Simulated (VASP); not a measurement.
Set up this calculation in VASP 6.6.1, as the native input.

| Property | Result |
| --- | --- |
| Task | single point |
| Functional | PBEsol |
| Potentials or basis | VASP PAW PBE potentials, release 64 (Sn_d, O) |
| Cutoff | 600 eV |
| k mesh | 6 × 6 × 2 |
| Occupations | fermi-dirac, width 0.05 eV |
| Spin | no spin polarisation |
| Dipole correction | no |
| Further INCAR settings | ALGO = Normal; EDIFF = 1e-06; NBANDS = 50 |

The structure of SnO lies in POSCAR:

```
SnO
1.0
    2.6857778440     -2.6857348512      0.0000000000
    2.6857778440      2.6857348512      0.0000000000
    0.0000000000      0.0000000000      9.4692203962
Sn O
4 4
Direct
    0.7500569401      0.2499430599      0.8720757730
    0.7499430599      0.2500569401      0.3720757730
    0.2499430599      0.7500569401      0.1279242270
    0.2500569401      0.7499430599      0.6279242270
    0.2498324956      0.2501675044      0.2500000000
    0.2501675044      0.2498324956      0.7500000000
    0.7498324956      0.7501675044      0.2500000000
    0.7501675044      0.7498324956      0.7500000000
```

The input as run:

INCAR

```
PREC     = Accurate       # precision mode
ENCUT    = 600            # plane-wave cutoff, eV
EDIFF    = 1E-6           # SCF threshold, eV
ISMEAR   = -1             # smearing method
SIGMA    = 0.05           # smearing width, eV
LREAL    = F              # projectors in reciprocal space
LASPH    = T              # aspherical terms in the spheres
NELM     = 120            # most SCF steps
ALGO     = Normal         # electronic algorithm
ISIF     = 2              # what is computed and relaxed
LWAVE    = F              # write WAVECAR
LCHARG   = F              # write CHGCAR
GGA      = PS             # functional
NBANDS   = 50             # bands
GGA_COMPAT= F
```

KPOINTS

```
Automatic mesh
0
Gamma
  6 6 2
```

Potentials or basis: VASP PAW PBE potentials, release 64 (Sn_d, O).

Launch:

```sh
$ cat potpaw_PBE.64/Sn_d/POTCAR potpaw_PBE.64/O/POTCAR > POTCAR
$ mpirun -np 1 vasp_std > vasp.out
```

Results of the run:

The pressure is 0.2 GPa and the largest force is 0.092 eV/Å. The band gap on the k mesh is zero (bands 40 and 41 overlap by 0.15 eV).

Caveat: semilocal functionals underestimate gaps, so a narrow gap can read as zero; the PAW data sets were made with another functional, which shifts forces and pressure a little; spin-orbit coupling is left out, which moves the levels of the heavy elements.

Wall time 110 s on 1 thread of Intel(R) Xeon(R) 6975P-C (Granite Rapids) (shared host), peak memory 0.33 GiB.
